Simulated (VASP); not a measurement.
# Se (P-3m1) in VASP: notebook

Se is run at these levels: PBE; tasks: single point, relaxation of cell and atoms.

Everything below comes from runs of VASP 6.6.1. Logs are shortened: lines on timing, memory, paths and dates and some standing lists are left out, and cuts for length are marked.

**1. The cell of the first run**

Symmetry: P-3m1, No. 164, trigonal system. The conventional cell has a = 3.595 Å, b = 3.595 Å, c = 5.990 Å, α = 90.00°, β = 90.00°, γ = 120.00°. Se (site symmetry 3m) has 4 Se at 2.36 to 2.37 Å within 3.1 Å. Within 3.1 Å of Se (site symmetry 3m) lie 6 Se at 2.36 to 2.49 Å.

**2. Single point, PBE**

Contents of INCAR:

```
PREC = Accurate
ENCUT = 520
EDIFF = 1E-7
ISMEAR = 0
SIGMA = 0.1
LREAL = F
LASPH = T
NELM = 80
ALGO = Normal
ISIF = 2
LWAVE = F
LCHARG = T
GGA = PE
LELF = T
LVHAR = T
NBANDS = 20
```

Contents of KPOINTS:

```
regular mesh
0
Gamma
  6 6 4
```

Contents of POSCAR:

```
Se
1.0
    3.5951919900      0.0000000000      0.0000000000
   -1.7975960000      3.1135276000      0.0000000000
    0.0000000000      0.0000000000      5.9903896100
Se
4
Direct
    0.0000000000      0.0000000000      0.8025568000
    0.0000000000      0.0000000000      0.1974432000
    0.3333333300      0.6666666700      0.6146058900
    0.6666666700      0.3333333300      0.3853941100
```

Potentials or basis: VASP PAW PBE potentials, release 64 (Se).

On the command line:

```console
cat potpaw_PBE.64/Se/POTCAR > POTCAR
mpirun -np 1 vasp_std > vasp.out
```

OUTCAR:

```text
PREC = Accurate
   ENCUT = 520
   EDIFF = 1E-7
   ISMEAR = 0
   LREAL = F
   LASPH = T
   NELM = 80
   ISIF = 2
   GGA = PE

 ion  position               nearest neighbor table
   1  0.000  0.000  0.803-   3 2.36   3 2.36   3 2.36   2 2.37
   2  0.000  0.000  0.197-   4 2.36   4 2.36   4 2.36   1 2.37
   3  0.333  0.667  0.615-   1 2.36   1 2.36   1 2.36   4 2.49   4 2.49   4 2.49
   4  0.667  0.333  0.385-   2 2.36   2 2.36   2 2.36   3 2.49   3 2.49   3 2.49

  LATTYP: Found a hexagonal cell.
 ALAT       =     3.5951919900
 C/A-ratio  =     1.6662224512

  Lattice vectors:

 A1 = (   3.5951919900,   0.0000000000,   0.0000000000)
 A2 = (  -1.7975960000,   3.1135276000,   0.0000000000)
 A3 = (   0.0000000000,   0.0000000000,   5.9903896100)

Analysis of symmetry for initial positions (statically):
=====================================================================
 Subroutine PRICEL returns:
 Original cell was already a primitive cell.

 Routine SETGRP: Setting up the symmetry group for a
 hexagonal supercell.

 Subroutine GETGRP returns: Found 12 space group operations
 (whereof 12 operations were pure point group operations)
 out of a pool of 24 trial point group operations.

The static configuration has the point symmetry D_3d.

Analysis of symmetry for dynamics (positions and initial velocities):
=====================================================================
 Subroutine PRICEL returns:
 Original cell was already a primitive cell.

 Routine SETGRP: Setting up the symmetry group for a
 hexagonal supercell.

 Subroutine GETGRP returns: Found 12 space group operations
 (whereof 12 operations were pure point group operations)
 out of a pool of 24 trial point group operations.

The dynamic configuration has the point symmetry D_3d.

 Subroutine INISYM returns: Found 12 space group operations
 (whereof 12 operations are pure point group operations),
 and found     1 'primitive' translations

----------------------------------------------------------------------------------------

                                     Primitive cell

  volume of cell :      67.0548

  direct lattice vectors                    reciprocal lattice vectors
     3.595191990  0.000000000  0.000000000     0.278149262  0.160589552  0.000000000
    -1.797596000  3.113527600  0.000000000     0.000000000  0.321179102  0.000000000
     0.000000000  0.000000000  5.990389610     0.000000000  0.000000000  0.166934050

  length of vectors
     3.595191990  3.595191997  5.990389610     0.321179103  0.321179102  0.166934050

  position of ions in fractional coordinates (direct lattice)
     0.000000000  0.000000000  0.802556800
     0.000000000  0.000000000  0.197443200
     0.333333330  0.666666670  0.614605890
     0.666666670  0.333333330  0.385394110

  ion indices of the primitive-cell ions
   primitive index   ion index
                 1           1
                 2           2
                 3           3
                 4           4

----------------------------------------------------------------------------------------

 KPOINTS: regular mesh

Automatic generation of k-mesh.
 Grid dimensions read from file:
 generate k-points for:    6    6    4

 Generating k-lattice:

  Cartesian coordinates                     Fractional coordinates (reciprocal lattice)
     0.046358210  0.026764925  0.000000000     0.166666667  0.000000000  0.000000000
     0.000000000  0.053529850  0.000000000     0.000000000  0.166666667  0.000000000
     0.000000000  0.000000000  0.041733513     0.000000000  0.000000000  0.250000000

  Length of vectors
     0.053529851  0.053529850  0.041733513

  Shift w.r.t. Gamma in fractional coordinates (k-lattice)
     0.000000000  0.000000000  0.000000000

 Subroutine IBZKPT returns following result:
 ===========================================

 Found     24 irreducible k-points:

 Following reciprocal coordinates:
            Coordinates               Weight
  0.000000  0.000000  0.000000      1.000000
  0.166667  0.000000  0.000000      6.000000
[... 51 lines left out ...]
     19      15.5619      0.00000
     20      16.8753      0.00000

 k-point     6 :       0.3333    0.1667    0.0000
  band No.  band energies     occupation
      1      -8.9926      2.00000
      2      -7.2613      2.00000
      3      -6.0532      2.00000
      4      -4.8570      2.00000
      5      -0.9545      2.00000
      6      -0.0547      2.00000
[... 12 lines left out ...]
     19      16.4189      0.00000
     20      17.2710      0.00000

 k-point     7 :       0.3333    0.3333    0.0000
  band No.  band energies     occupation
      1      -7.5513      2.00000
      2      -7.2560      2.00000
      3      -7.2560      2.00000
      4      -5.1800      2.00000
      5      -0.6781      2.00000
      6      -0.1575      2.00000
[... 12 lines left out ...]
     19      14.8267      0.00000
     20      17.3489      0.00000
[... 277 lines left out ...]
 k-point    20 :       0.3333    0.0000    0.5000
  band No.  band energies     occupation
      1      -9.7700      2.00000
      2      -8.2717      2.00000
      3      -5.2216      2.00000
      4      -3.4834      2.00000
      5       0.0631      2.00000
      6       1.0685      2.00000
[... 12 lines left out ...]
     19      16.3859      0.00000
     20      16.4938      0.00000

 k-point    21 :       0.5000    0.0000    0.5000
  band No.  band energies     occupation
      1      -8.3545      2.00000
      2      -7.7984      2.00000
      3      -7.0367      2.00000
      4      -4.2063      2.00000
      5      -0.1270      2.00000
      6       0.7058      2.00000
[... 12 lines left out ...]
     19      18.5537      0.00000
     20      18.9769      0.00000

 k-point    22 :       0.1667    0.1667    0.5000
  band No.  band energies     occupation
      1     -10.1431      2.00000
      2      -8.5073      2.00000
      3      -4.0983      2.00000
      4      -3.7826      2.00000
      5       0.3949      2.00000
      6       0.8161      2.00000
[... 12 lines left out ...]
     19      16.4454      0.00000
     20      16.4724      0.00000

 k-point    23 :       0.3333    0.1667    0.5000
  band No.  band energies     occupation
      1      -8.6888      2.00000
      2      -7.6793      2.00000
      3      -6.2909      2.00000
      4      -4.7580      2.00000
      5      -0.6998      2.00000
      6       0.7055      2.00000
[... 12 lines left out ...]
     19      16.6444      0.00000
     20      17.4445      0.00000

 k-point    24 :       0.3333    0.3333    0.5000
  band No.  band energies     occupation
      1      -7.2339      2.00000
      2      -7.2339      2.00000
      3      -7.0612      2.00000
      4      -6.2170      2.00000
      5      -0.6108      2.00000
      6      -0.6108      2.00000
[... 12 lines left out ...]
     19      17.2681      0.00000
     20      17.2681      0.00000

------------------------ aborting loop because EDIFF is reached ----------------------------------------

  FORCE on cell =-STRESS in cart. coord.  units (eV):
  Direction    XX          YY          ZZ          XY          YZ          ZX
  --------------------------------------------------------------------------------------
  -------------------------------------------------------------------------------------
  Total       27.2809286     27.2809287     26.0605161     -0.0000000      0.0000000      0.0000000
  in kB      651.8382702    651.8382724    622.6782808     -0.0000010      0.0000000      0.0000000
  external PRESSURE =     642.1182744 kB  Pullay stress =       0.0000000 kB

 VOLUME and BASIS-vectors are now :
 -----------------------------------------------------------------------------
  energy-cutoff  :      520.00
  volume of cell :       67.05
      direct lattice vectors                 reciprocal lattice vectors
     3.595191990  0.000000000  0.000000000     0.278149262  0.160589552  0.000000000
    -1.797596000  3.113527600  0.000000000     0.000000000  0.321179102  0.000000000
     0.000000000  0.000000000  5.990389610     0.000000000  0.000000000  0.166934050

 POSITION                                       TOTAL-FORCE (eV/Angst)
 -----------------------------------------------------------------------------------
      0.00000      0.00000      4.80763         0.000000      0.000000      2.527649
      0.00000      0.00000      1.18276        -0.000000      0.000000     -2.527649
     -0.00000      2.07569      3.68173        -0.000000      0.000000     -2.001212
      1.79760      1.03784      2.30866         0.000000     -0.000000      2.001212
 -----------------------------------------------------------------------------------
    total drift:                               -0.000000      0.000000     -0.000000

  FREE ENERGIE OF THE ION-ELECTRON SYSTEM (eV)
  ---------------------------------------------------
  free  energy   TOTEN  =        -7.3095758563 eV

  energy  without entropy=       -7.3006801636  energy(sigma->0) =       -7.30512801
```

Run time: 27 s. Hardware: 1 thread of Intel Xeon Platinum 8488C (Sapphire Rapids), shared host; peak memory 0.18 GiB.

Results:

```yaml
Free_energy: -7.3096 eV
Pressure: 64.2 GPa
Largest_force: 2.528 eV/Å
Band_gap_on_the_k_mesh: zero (band 12 reaches 10.51 eV, above the bottom of band 13 at 8.08 eV)
```

Forces in eV/Å, atoms in the order of the input:
```
Se   0.000  0.000  2.528
Se   0.000  0.000 -2.528
Se   0.000  0.000 -2.001
Se   0.000  0.000  2.001
```

Caveat: forces of over 1 eV/Å act on the atoms, so gaps and moduli don't describe the material at rest.

**3. Single point, PBE**

This run uses another cell than the first one, of 25.62 Å³/atom, 1.528 times its volume.

Contents of INCAR:

```
PREC     = Accurate       # precision mode
ENCUT    = 520            # plane-wave cutoff, eV
EDIFF    = 1E-6           # SCF threshold, eV
ISMEAR   = 0              # smearing method
SIGMA    = 0.1            # smearing width, eV
LREAL    = False          # projectors in reciprocal space
LASPH    = True           # aspherical terms in the spheres
NELM     = 60             # most SCF steps
ALGO     = Normal         # electronic algorithm
ISIF     = 2              # what is computed and relaxed
LWAVE    = False          # write WAVECAR
LCHARG   = False          # write CHGCAR
GGA      = PE             # functional
NBANDS   = 20             # bands
```

KPOINTS is that of step 2.

Contents of POSCAR:

```
Se
1.0
    3.9811576497      0.0000000032      0.0000000000
   -1.9905788276      3.4477836595      0.0000000000
    0.0000000000      0.0000000000      7.4668137918
Se
4
Direct
    0.0000000000      0.0000000000      0.8425067008
    0.0000000000      0.0000000000      0.1574932992
    0.3333333333      0.6666666667      0.6045978128
    0.6666666667      0.3333333333      0.3954021872
```

Potentials or basis: VASP PAW PBE potentials, release 64 (Se).

On the command line:

```console
cat potpaw_PBE.64/Se/POTCAR > POTCAR
mpirun -np 1 vasp_std > vasp.out
```

Run time: 38 s. Hardware: 1 thread of Intel Xeon Platinum 8488C (Sapphire Rapids), shared host; peak memory 0.22 GiB.

The run converged. Its results:

- Free energy: -13.0491 eV
- Pressure: 0.0 GPa
- Largest force: 0.031 eV/Å
- Band gap on the k mesh: zero (band 12 reaches 3.69 eV, above the bottom of band 13 at 2.94 eV)

Forces on the atoms (eV/Å):
```
Se   0.000  0.000 -0.031
Se   0.000  0.000  0.031
Se   0.000  0.000  0.009
Se   0.000  0.000 -0.009
```

Stress tensor (GPa, compression positive):
```
0.00 0.00 0.00
0.00 0.00 0.00
0.00 0.00 0.07
```

Levels at points of the mesh, in eV from the Fermi level:
| k point | band 8 | band 9 | band 10 | band 11 | band 12 | band 13 | band 14 | band 15 | band 16 | band 17 |
| --- | --- | --- | --- | --- | --- | --- | --- | --- | --- | --- |
| (0.00, 0.00, 0.00) | -2.36 | -2.36 | -1.63 | -1.01 | 0.05 | 0.05 | 0.14 | 0.14 | 2.46 | 4.84 |
| (0.50, 0.00, 0.00) | -4.14 | -3.19 | -1.93 | -1.62 | -0.65 | 0.45 | 1.30 | 2.21 | 3.46 | 4.00 |
| (0.00, 0.00, 0.50) | -2.32 | -1.58 | -1.58 | -1.50 | -1.50 | -0.03 | 1.22 | 1.22 | 1.82 | 4.63 |
| (0.50, 0.00, 0.50) | -3.51 | -2.98 | -2.92 | -1.33 | -0.31 | 0.20 | 1.00 | 2.60 | 3.27 | 4.87 |

**4. Relaxation of cell and atoms, PBE**

Contents of INCAR:

```
SYSTEM = Se
PREC = Accurate ; ENCUT = 600
EDIFF = 1E-6 ; ISMEAR = 0
SIGMA = 0.1 ; LREAL = .FALSE.
LASPH = .TRUE. ; NELM = 80
ALGO = Normal ; ISIF = 3
LWAVE = .FALSE. ; LCHARG = .FALSE.
GGA = PE ; IBRION = 2
NSW = 90 ; EDIFFG = -0.04
```

Contents of KPOINTS:

```
Automatic mesh
0
G
  6 6 4
  0 0 0
```

Contents of POSCAR:

```
Se
1.0
    3.5951919900      0.0000000000      0.0000000000
   -1.7975960000      3.1135276000      0.0000000000
    0.0000000000      0.0000000000      5.9903896100
Se
4
Direct
    0.0000000000      0.0000000000      0.8025568000
    0.0000000000      0.0000000000      0.1974432000
    0.3333333300      0.6666666700      0.6146058900
    0.6666666700      0.3333333300      0.3853941100
```

On the command line:

```console
cat potpaw_PBE.64/Se/POTCAR > POTCAR
mpirun -np 1 vasp_std > vasp.out
```

It took 4.9 min on 1 thread of Intel Xeon Platinum 8488C (Sapphire Rapids), shared host; peak memory 0.21 GiB.

Results (log left out):

```
Free energy                            : -13.0466 eV
Relaxed volume                         : 25.61 Å³/atom
Relaxed cell                           : a = 3.981 Å, b = 3.981 Å, c = 7.463 Å, α = 90.00°, β = 90.00°, γ = 120.00°
Space group after relaxing (to 0.05 Å) : P-3m1 (No. 164)
Energy gained by relaxing              : 1434.1 meV/atom
Ionic steps                            : 22
Pressure after relaxing                : 0.0 GPa
Largest force after relaxing           : 0.005 eV/Å
Band gap on the k mesh                 : zero (band 12 reaches 3.70 eV, above the bottom of band 13 at 2.95 eV)
```

Forces on the atoms (eV/Å):
```
Se   0.000  0.000  0.005
Se   0.000  0.000 -0.005
Se   0.000  0.000  0.003
Se   0.000  0.000 -0.003
```

Step by step:
```csv
step,energy change (eV),largest force (eV/Å),pressure (GPa),volume (Å³)
1,0.0000,2.5277,64.22,67.05
2,-3.6167,1.1776,-8.72,155.67
3,-5.5225,1.0232,-1.09,106.80
4,-5.5246,1.0290,-0.64,105.89
5,-5.5240,1.0349,-0.19,104.99
6,-5.6108,0.7524,0.43,104.37
7,-5.6484,0.0995,1.75,103.61
8,-5.6497,0.1807,1.43,103.76
9,-5.6748,0.0621,-0.23,107.31
10,-5.6749,0.0605,-0.34,107.59
11,-5.6827,0.0469,-0.32,107.27
12,-5.7000,0.1582,-0.23,106.24
13,-5.6963,0.5832,-0.04,103.93
14,-5.7064,0.2898,-0.16,105.47
15,-5.7160,0.2601,-0.12,104.84
16,-5.7333,0.1540,0.00,102.90
17,-5.7338,0.1266,0.03,102.40
18,-5.7338,0.1325,0.02,102.51
19,-5.7361,0.0435,-0.13,102.63
20,-5.7362,0.0290,-0.16,102.67
21,-5.7360,0.0290,0.24,102.11
22,-5.7364,0.0051,0.01,102.43
```

Final structure:
```xyz
4
Lattice="3.9809 0.0000 0.0000 -1.9905 3.4476 0.0000 0.0000 0.0000 7.4633" Properties=species:S:1:pos:R:3 pbc="T T T"
Se    0.0000    0.0000    6.2851
Se    0.0000    0.0000    1.1782
Se    0.0000    2.2984    4.5130
Se    1.9905    1.1492    2.9503
```

Levels at points of the mesh, in eV from the Fermi level:
| k point | band 10 | band 11 | band 12 | band 13 | band 14 | band 15 |
| --- | --- | --- | --- | --- | --- | --- |
| (0.00, 0.00, 0.00) | -1.64 | -1.01 | 0.05 | 0.05 | 0.15 | 0.15 |
| (0.50, 0.00, 0.00) | -1.94 | -1.61 | -0.64 | 0.45 | 1.31 | 2.22 |
| (0.00, 0.00, 0.50) | -1.57 | -1.51 | -1.51 | -0.03 | 1.22 | 1.22 |
| (0.50, 0.00, 0.50) | -2.91 | -1.33 | -0.31 | 0.20 | 1.01 | 2.61 |

Caveat: the volume moved by over 15 % at a fixed basis, so the end points are rough.

**5. Single point, PBE**

This run uses another cell than the first one, of 25.59 Å³/atom, 1.527 times its volume.

Contents of INCAR:

```
PREC = Accurate ; ENCUT = 520
EDIFF = 1E-6 ; ISMEAR = 0
SIGMA = 0.1 ; LREAL = False
LASPH = True ; NELM = 100
ALGO = Normal ; ISIF = 2
LWAVE = False ; LCHARG = True
GGA = PE ; LELF = True
LVHAR = True ; NBANDS = 20
```

Contents of KPOINTS:

```
regular mesh
0
Gamma
  12 12 6
```

Contents of POSCAR:

```
Se
1.0
    3.9799246282      0.0000000000      0.0000000000
   -1.9899623141      3.4467158331      0.0000000000
    0.0000000000      0.0000000000      7.4631819496
Se
4
Direct
    0.0000000000      0.0000000000      0.8421920469
    0.0000000000      0.0000000000      0.1578079531
    0.3333333333      0.6666666667      0.6060930151
    0.6666666667      0.3333333333      0.3939069849
```

On the command line:

```console
cat potpaw_PBE.64/Se/POTCAR > POTCAR
mpirun -np 1 vasp_std > vasp.out
```

Wall time 1.9 min (1 thread of Intel Xeon Platinum 8488C (Sapphire Rapids), shared host); peak memory 0.31 GiB.

It converged, with:

| Quantity | Value |
| --- | --- |
| Free energy | -13.0529 eV |
| Pressure | 0.0 GPa |
| Largest force | 0.021 eV/Å |
| Band gap on the k mesh | zero (band 12 reaches 3.72 eV, above the bottom of band 13 at 2.95 eV) |

Forces on the atoms (eV/Å):
```
Se   0.000  0.000 -0.021
Se   0.000  0.000  0.021
Se   0.000  0.000  0.002
Se   0.000  0.000 -0.002
```

Stress tensor (GPa, compression positive):
```
-0.01  0.00  0.00
 0.00 -0.01  0.00
 0.00  0.00  0.08
```

Levels at points of the mesh, in eV from the Fermi level:
| k point | band 10 | band 11 | band 12 | band 13 | band 14 | band 15 |
| --- | --- | --- | --- | --- | --- | --- |
| (0.00, 0.00, 0.00) | -1.64 | -0.94 | 0.06 | 0.06 | 0.16 | 0.16 |
| (0.50, 0.00, 0.00) | -1.96 | -1.57 | -0.60 | 0.44 | 1.33 | 2.23 |
| (0.00, 0.00, 0.50) | -1.54 | -1.51 | -1.51 | 0.01 | 1.23 | 1.23 |
| (0.50, 0.00, 0.50) | -2.89 | -1.31 | -0.28 | 0.23 | 1.01 | 2.62 |

**6. The runs side by side**

```csv
task,cell,k mesh,cutoff (eV),gap on the mesh (eV),pressure (GPa),largest force (eV/Å)
single point,"a = 3.595, b = 3.595, c = 5.990 Å, angles 90.0, 90.0, 120.0°, 4 atoms",6 × 6 × 4,520,none,64.2,2.53
single point,"a = 3.981, b = 3.981, c = 7.467 Å, angles 90.0, 90.0, 120.0°, 4 atoms",6 × 6 × 4,520,none,0.0,0.03
relaxation of cell and atoms,"relaxed from a = 3.595, b = 3.595, c = 5.990 Å, angles 90.0, 90.0, 120.0°, 4 atoms",6 × 6 × 4,600,none,0.0,0.01
single point,"a = 3.980, b = 3.980, c = 7.463 Å, angles 90.0, 90.0, 120.0°, 4 atoms",12 × 12 × 6,520,none,0.0,0.02
```

Alike in all rows: level PBE; potentials or basis VASP PAW PBE potentials, release 64 (Se); no spin polarisation; smearing gaussian 0.1 eV.

Caveats: forces of over 1 eV/Å act on the atoms, so gaps and moduli don't describe the material at rest (some runs); the volume moved by over 15 % at a fixed basis, so the end points are rough (some runs).

Absolute energies hang on the potentials; compare differences alone.
